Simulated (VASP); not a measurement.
SiO2: single point with LDA

Crystal: SiO2.

```
Si O
1.0
    -2.46250    2.46250    3.64367
     2.46250   -2.46250    3.64367
     2.46250    2.46250   -3.64367
Si O
2 4
Direct
  0.00000 0.00000 0.00000
  0.75000 0.25000 0.50000
  0.97428 0.62500 0.84928
  0.37500 0.22428 0.34928
  0.77572 0.12500 0.15072
  0.87500 0.02572 0.65072
```

- Program: VASP 6.6.1
- Task: single point
- Functional: LDA
- Potentials or basis: VASP PAW LDA potentials, release 64 (Si, O)
- Cutoff: 520 eV
- k mesh: 8 × 8 × 8
- Occupations: gaussian, width 0.05 eV
- Spin: no spin polarisation

- Pressure: 0.6 GPa
- Largest force: 0.027 eV/Å
- Band gap on the k mesh: 5.76 eV

Forces on the atoms (eV/Å):
```
Si   0.000  0.000  0.000
Si   0.000  0.000  0.000
O    0.000  0.027  0.000
O    0.027  0.000  0.000
O    0.000 -0.027  0.000
O   -0.027  0.000  0.000
```

Levels at points of the mesh, in eV from the valence-band top:
```
           k point  band 14  band 15  band 16  band 17  band 18  band 19
(0.00, 0.00, 0.00)    -0.70     0.00     0.00     5.76     8.60    10.57
(0.50, 0.00, 0.00)    -0.79    -0.48    -0.15     8.16     8.74     9.50
(0.50, 0.50, 0.00)    -0.99    -0.33    -0.33     8.97     8.97    10.09
(0.50, 0.50, 0.50)    -1.50    -0.32    -0.32     8.73     8.73    10.03
```

Wall time 2.7 min on 1 thread of Intel Xeon 8259CL, with other jobs on the host, peak memory 0.25 GiB.

A k mesh can miss the band edges.
